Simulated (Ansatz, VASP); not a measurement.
**One calculation of Pt, two programs**

```
CELL_PARAMETERS angstrom
0.00000 2.05579 2.05579
2.05579 0.00000 2.05579
2.05579 2.05579 0.00000
ATOMIC_POSITIONS crystal
Pt 0.00000 0.00000 0.00000
```

Change from the starting cell: strain +0.050 along x and y, +0.050 along z, atoms carried along.

Alike in both runs: task single point; functional PBEsol; k mesh 20 × 20 × 20; occupations gaussian, width 0.15 eV; no spin polarisation.

|  | VASP | Ansatz |
| --- | --- | --- |
| version | VASP 6.6.1 | Ansatz 0.2.0 |
| potentials or method | VASP PAW PBE potentials, release 64 (Pt), cutoff 520 eV | scalar-relativistic, plane waves, PAW |
| valence electrons in the cell | 10 | 18 |

```csv
,VASP,Ansatz,Ansatz less VASP
gap on the k mesh at the Fermi level (eV),none,none,-
pressure (GPa),-28.2,-27.9,+0.30
```

VASP's potentials were made for PBE, not for PBEsol. A gap of «none» marks a metal or a gap that the smearing closes. VASP's potentials hold 10 valence electrons a cell and Ansatz's 18, so a difference there can come from the potentials and not from the codes.

Neither program's run includes spin-orbit coupling.
